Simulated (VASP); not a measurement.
# K (Im-3m) in VASP: a series of runs

The runs below take K through single point, relaxation of cell and atoms, with PBEsol.

All numbers are computed with VASP 6.6.1; they aren't measurements. Logs are shortened: lines on timing, memory, paths and dates and some standing lists are left out, and cuts for length are marked.

## 1. The cell of the first run

The structure is cubic, space group Im-3m (No. 229). The conventional cell has a = 5.225 Å, b = 5.225 Å, c = 5.225 Å, α = 90.00°, β = 90.00°, γ = 90.00°.

## 2. Single point, PBEsol

File INCAR:

```
PREC     = Accurate       # precision mode
ENCUT    = 520            # plane-wave cutoff, eV
EDIFF    = 1E-7           # SCF threshold, eV
ISMEAR   = 1              # smearing method
SIGMA    = 0.05           # smearing width, eV
LREAL    = F              # projectors in reciprocal space
LASPH    = T              # aspherical terms in the spheres
NELM     = 80             # most SCF steps
ALGO     = Normal         # electronic algorithm
ISIF     = 2              # what is computed and relaxed
LWAVE    = F              # write WAVECAR
LCHARG   = F              # write CHGCAR
GGA      = PS             # functional
NBANDS   = 10             # bands
```

File KPOINTS:

```
regular mesh
0
Gamma
  11 11 11
```

File POSCAR:

```
K
1.0
   -2.6125000000      2.6125000000      2.6125000000
    2.6125000000     -2.6125000000      2.6125000000
    2.6125000000      2.6125000000     -2.6125000000
K
1
Direct
    0.0000000000      0.0000000000      0.0000000000
```

Potentials or basis: VASP PAW PBE potentials, release 64 (K_sv).

Started as:

```bash
> cat potpaw_PBE.64/K_sv/POTCAR > POTCAR
> mpirun -np 1 vasp_std > vasp.out
```

OUTCAR:

```text
PREC = Accurate
   ENCUT = 520
   EDIFF = 1E-7
   ISMEAR = 1
   LREAL = F
   LASPH = T
   NELM = 80
   ISIF = 2
   GGA = PS

 ion  position               nearest neighbor table
   1  0.000  0.000  0.000-

  LATTYP: Found a body centered cubic cell.
 ALAT       =     5.2250000000

  Lattice vectors:

 A1 = (  -2.6125000000,   2.6125000000,   2.6125000000)
 A2 = (   2.6125000000,  -2.6125000000,   2.6125000000)
 A3 = (   2.6125000000,   2.6125000000,  -2.6125000000)

Analysis of symmetry for initial positions (statically):
=====================================================================
 Subroutine PRICEL returns:
 Original cell was already a primitive cell.

 Routine SETGRP: Setting up the symmetry group for a
 body centered cubic supercell.

 Subroutine GETGRP returns: Found 48 space group operations
 (whereof 48 operations were pure point group operations)
 out of a pool of 48 trial point group operations.

The static configuration has the point symmetry O_h .

Analysis of symmetry for dynamics (positions and initial velocities):
=====================================================================
 Subroutine PRICEL returns:
 Original cell was already a primitive cell.

 Routine SETGRP: Setting up the symmetry group for a
 body centered cubic supercell.

 Subroutine GETGRP returns: Found 48 space group operations
 (whereof 48 operations were pure point group operations)
 out of a pool of 48 trial point group operations.

The dynamic configuration has the point symmetry O_h .

 Subroutine INISYM returns: Found 48 space group operations
 (whereof 48 operations are pure point group operations),
 and found     1 'primitive' translations

----------------------------------------------------------------------------------------

                                     Primitive cell

  volume of cell :      71.3229

  direct lattice vectors                    reciprocal lattice vectors
    -2.612500000  2.612500000  2.612500000     0.000000000  0.191387560  0.191387560
     2.612500000 -2.612500000  2.612500000     0.191387560  0.000000000  0.191387560
     2.612500000  2.612500000 -2.612500000     0.191387560  0.191387560  0.000000000

  length of vectors
     4.524982735  4.524982735  4.524982735     0.270662883  0.270662883  0.270662883

  position of ions in fractional coordinates (direct lattice)
     0.000000000  0.000000000  0.000000000

  ion indices of the primitive-cell ions
[... 79 lines left out ...]
   NFREE  =      0    steps in history (QN), initial steepest desc. (CG)
   ISIF   =      2    stress and relaxation
   ISYM   =      2    0-nonsym 1-usesym 2-fastsym
   POTIM  = 0.5000    time-step for ionic-motion
   TEBEG  =    0.0;   TEEND  =   0.0 temperature during run
   PSTRESS=    0.0 pullay stress
   NELECT =       9.0000    total number of electrons
   NUPDOWN=      -1.0000    fix difference up-down
   EMIN   =  10.00;   EMAX   =-10.00  energy-range for DOS
   EFERMI =   0.00;   METHOD = LEGACY
   ISMEAR =     1;   SIGMA  =   0.05  broadening in eV -4-tet -1-fermi 0-gaus
   EFERMI_NEDOS =   21; number of points for ismear=-14 and -15
   IALGO  =     38    algorithm
   IMIX   =      4    mixing-type and parameters
     AMIX     =   0.40;   BMIX     =  1.00
     AMIX_MAG =   1.60;   BMIX_MAG =  1.00
  volume/ion in A,a.u.               =      71.32       481.31
  Fermi-wavevector in a.u.,A,eV,Ry     =   0.821131  1.551714  9.173822  0.674257
  Thomas-Fermi vector in A             =   1.932236
   LORBIT       =      0    0 simple, 1 ext, 2 COOP (PROOUT), +10 PAW based schemes
   GGA     = PS    functional components
   LHFCALC =     F    Hartree Fock is set to
   AEXX    =    0.0000 exact exchange contribution
   IVDW    =     0    specifies the selected vdW correction
   LEPSILON=     F    determine dielectric tensor
   LRPA    =     F    only Hartree local field effects (RPA)
 non-spin polarized calculation
 Methfessel and Paxton  Order N= 1 SIGMA  =   0.05
  energy-cutoff  :      520.00
  volume of cell :       71.32
 maximum number of plane-waves:      1961
 NGX is ok and might be reduce to    36
   NGX = 17   NGY = 17   NGZ = 17

 number of electron       9.0000000 magnetization

 Free energy of the ion-electron system (eV)
  ---------------------------------------------------
  ext. energy  EPLUGINS =         0.00000000
  ---------------------------------------------------
  free energy    TOTEN  =        -1.13520855 eV

  energy without entropy =       -1.13496807  energy(sigma->0) =       -1.13512839

 E-fermi :  -0.0962     XC(G=0):  -5.7735

 val. band max:       -0.1155983086   @ k =  -0.3636   0.4545   0.0909
 cond. band min:      -0.0195488020   @ k =   0.1818   0.1818   0.1818
 fundamental gap:      0.0960495066
 Fermi energy:        -0.0961615055

 k-point     1 :       0.0000    0.0000    0.0000
  band No.  band energies     occupation
      1     -32.0749      2.00000
      2     -15.5824      2.00000
      3     -15.5824      2.00000
      4     -15.5824      2.00000
      5      -2.3032      2.00000
      6       4.2249      0.00000
      7       4.2249      0.00000
      8       4.2249      0.00000
      9       5.1647      0.00000
     10       5.1647      0.00000
[... 287 lines left out ...]
 k-point    24 :       0.3636    0.1818    0.0909
  band No.  band energies     occupation
      1     -32.0698      2.00000
      2     -15.6448      2.00000
      3     -15.6167      2.00000
      4     -15.5941      2.00000
      5       0.8238     -0.00000
      6       0.8398     -0.00000
      7       2.1809      0.00000
      8       4.1087      0.00000
      9       5.5648      0.00000
     10       5.7183      0.00000

 [... further k-points ...]

------------------------ aborting loop because EDIFF is reached ----------------------------------------

  FORCE on cell =-STRESS in cart. coord.  units (eV):
  Direction    XX          YY          ZZ          XY          YZ          ZX
  --------------------------------------------------------------------------------------
  -------------------------------------------------------------------------------------
  Total       -0.0160489     -0.0160489     -0.0160489      0.0000000      0.0000000      0.0000000
  in kB       -0.3605173     -0.3605173     -0.3605173      0.0000000      0.0000000      0.0000000
  external PRESSURE =      -0.3605173 kB  Pullay stress =       0.0000000 kB

 VOLUME and BASIS-vectors are now :
 -----------------------------------------------------------------------------
  energy-cutoff  :      520.00
  volume of cell :       71.32
      direct lattice vectors                 reciprocal lattice vectors
    -2.612500000  2.612500000  2.612500000     0.000000000  0.191387560  0.191387560
     2.612500000 -2.612500000  2.612500000     0.191387560  0.000000000  0.191387560
     2.612500000  2.612500000 -2.612500000     0.191387560  0.191387560  0.000000000

 POSITION                                       TOTAL-FORCE (eV/Angst)
 -----------------------------------------------------------------------------------
      0.00000      0.00000      0.00000        -0.000000      0.000000     -0.000000
 -----------------------------------------------------------------------------------
    total drift:                               -0.000000      0.000000      0.000000

  FREE ENERGIE OF THE ION-ELECTRON SYSTEM (eV)
  ---------------------------------------------------
  free  energy   TOTEN  =        -1.1352085484 eV

  energy  without entropy=       -1.1349680677  energy(sigma->0) =       -1.13512839
```

OSZICAR:

```text
N       E                     dE             d eps       ncg     rms          rms(c)
DAV:   1     0.466026235336E+02    0.46603E+02   -0.35936E+03  1120   0.688E+02
DAV:   2     0.478661448330E+00   -0.46124E+02   -0.45507E+02  1210   0.192E+02
DAV:   3    -0.109586026606E+01   -0.15745E+01   -0.15519E+01  1800   0.288E+01
DAV:   4    -0.113677681202E+01   -0.40917E-01   -0.40907E-01  1536   0.392E+00
DAV:   5    -0.113756853765E+01   -0.79173E-03   -0.79159E-03  1726   0.385E-01    0.200E+00
DAV:   6    -0.113563092200E+01    0.19376E-02   -0.35627E-03  1670   0.406E-01    0.129E+00
DAV:   7    -0.113518770418E+01    0.44322E-03   -0.60533E-03  1636   0.492E-01    0.904E-02
DAV:   8    -0.113519411610E+01   -0.64119E-05   -0.42325E-04  1538   0.222E-01    0.290E-02
DAV:   9    -0.113521062914E+01   -0.16513E-04   -0.22226E-05  1472   0.410E-02    0.192E-02
DAV:  10    -0.113520894996E+01    0.16792E-05   -0.75531E-06  1654   0.215E-02    0.359E-03
DAV:  11    -0.113520860177E+01    0.34819E-06   -0.13520E-07  1418   0.328E-03    0.581E-04
DAV:  12    -0.113520854839E+01    0.53379E-07   -0.74329E-09   778   0.662E-04
   1 F= -.11352085E+01 E0= -.11351284E+01  d E =-.240481E-03
```

stdout:

```text
POSCAR found type information on POSCAR K
 POSCAR found :  1 types and       1 ions
 scaLAPACK will be used
 -----------------------------------------------------------------------------
|                                                                             |
|                                                                             |
|     You enforced a specific xc type in the INCAR file but a different       |
|     I HOPE YOU KNOW WHAT YOU ARE DOING!                                     |
|                                                                             |
 -----------------------------------------------------------------------------

 LDA part: xc-table for (Slater+PW92), standard interpolation
 POSCAR, INCAR and KPOINTS ok, starting setup
 FFT: planning ... GRIDC
 FFT: planning ... GRID_SOFT
 FFT: planning ... GRID
 WAVECAR not read
 entering main loop
```

It took 14 s on 1 thread of Intel Xeon 6975P-C (Granite Rapids), shared host; peak memory 0.21 GiB.

What came out:

- Free energy: -1.1352 eV
- Pressure: 0.0 GPa

Caveat: the PAW data sets were made with another functional, which shifts forces and pressure a little.

## 3. Relaxation of cell and atoms, PBEsol

File INCAR:

```
SYSTEM = K
ALGO = Normal
EDIFF = 1E-6
EDIFFG = -0.03
ENCUT = 600
GGA = PS
IBRION = 2
ISIF = 3
ISMEAR = 1
LASPH = .TRUE.
LCHARG = .FALSE.
LREAL = .FALSE.
LWAVE = .FALSE.
NELM = 100
NSW = 80
PREC = Accurate
SIGMA = 0.05
```

File KPOINTS:

```
k-points
0
G
  11 11 11
  0 0 0
```

POSCAR is that of step 2.

Potentials or basis: VASP PAW PBE potentials, release 64 (K_sv).

Started as:

```bash
> cat potpaw_PBE.64/K_sv/POTCAR > POTCAR
> mpirun -np 1 vasp_std > vasp.out
```

Run time: 13 s. Hardware: 1 thread of Intel Xeon 6975P-C (Granite Rapids), shared host; peak memory 0.21 GiB.

It converged, with:

```
Free energy             : -1.1352 eV
Pressure after relaxing : 0.0 GPa
```

Final structure:
```xyz
1
Lattice="-2.6125 2.6125 2.6125 2.6125 -2.6125 2.6125 2.6125 2.6125 -2.6125" Properties=species:S:1:pos:R:3 pbc="T T T"
K     0.0000    0.0000    0.0000
```

Levels at points of the mesh, in eV from the Fermi level:
```
           k point  band 1  band 2  band 3  band 4  band 5  band 6  band 7  band 8
(0.00, 0.00, 0.00)  -31.98  -15.49  -15.49  -15.49   -2.21    4.32    4.32    4.32
```

Caveat: the relaxation stopped at its first step, so nothing moved; the PAW data sets were made with another functional, which shifts forces and pressure a little.
